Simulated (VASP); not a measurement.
Wanted: the native input for a VASP 6.6.1 run.

- Task: relaxation of cell and atoms
- Functional: PBE
- Potentials or basis: VASP PAW PBE potentials, release 64 (In_d, O)
- Cutoff: 600 eV
- k mesh: 6 × 6 × 4
- Occupations: gaussian, width 0.1 eV
- Spin: no spin polarisation
- Dipole correction: no
- Further INCAR settings: ALGO = Normal; EDIFF = 1e-07; IBRION = 2; EDIFFG = -0.04; NSW = 90; ISIF = 3

The structure of In5O lies in POSCAR:

```
In5O
1.0
    4.9379708900      0.0000000000      0.0000000000
   -2.4689854500      4.2764082400      0.0000000000
    0.0000000000      0.0000000000      6.7030524100
In O
5 1
Direct
    0.6666666700      0.3333333300      0.7959949400
    0.0000000000      0.0000000000      0.0000000000
    0.6666666700      0.3333333300      0.2040050600
    0.3333333300      0.6666666700      0.2040050600
    0.3333333300      0.6666666700      0.7959949400
    0.0000000000      0.0000000000      0.5000000000
```

The cell was generated, and may not be a known phase.

These files were run (other wordings do the same):

INCAR

```
ALGO     = Normal         # electronic algorithm
EDIFF    = 1E-7           # SCF threshold, eV
EDIFFG   = -0.04          # ionic threshold
ENCUT    = 600            # plane-wave cutoff, eV
GGA      = PE             # functional
IBRION   = 2              # ionic algorithm
ISIF     = 3              # what is computed and relaxed
ISMEAR   = 0              # smearing method
LASPH    = T              # aspherical terms in the spheres
LCHARG   = F              # write CHGCAR
LREAL    = F              # projectors in reciprocal space
LWAVE    = F              # write WAVECAR
NELM     = 60             # most SCF steps
NSW      = 90             # ionic steps
PREC     = Accurate       # precision mode
SIGMA    = 0.1            # smearing width, eV
```

KPOINTS

```
k-points
0
Gamma
  6 6 4
```

Potentials or basis: VASP PAW PBE potentials, release 64 (In_d, O).

Launch:

```bash
$ cat potpaw_PBE.64/In_d/POTCAR potpaw_PBE.64/O/POTCAR > POTCAR
$ mpirun -np 1 vasp_std > vasp.out
```

It gave:

The relaxed volume is 24.26 Å³/atom and the relaxed cell is a = 5.214 Å, b = 5.214 Å, c = 6.183 Å, α = 90.00°, β = 90.00°, γ = 120.00°. The space group after relaxing (to 0.1 Å) is P6/mmm (No. 191) and the pressure after relaxing is 0.1 GPa. The largest force after relaxing is 0.004 eV/Å and the band gap on the k mesh is zero (an odd number of electrons rules out a gap without spin polarisation).

Caveat: spin-orbit coupling is left out, which moves the levels of the heavy elements; an odd number of electrons without spin polarisation forces a metal; a magnetic or distorted state may lie lower.

Wall time 32 min on 1 thread of Intel(R) Xeon(R) Platinum 8488C (Sapphire Rapids), on a shared host, peak memory 0.36 GiB.
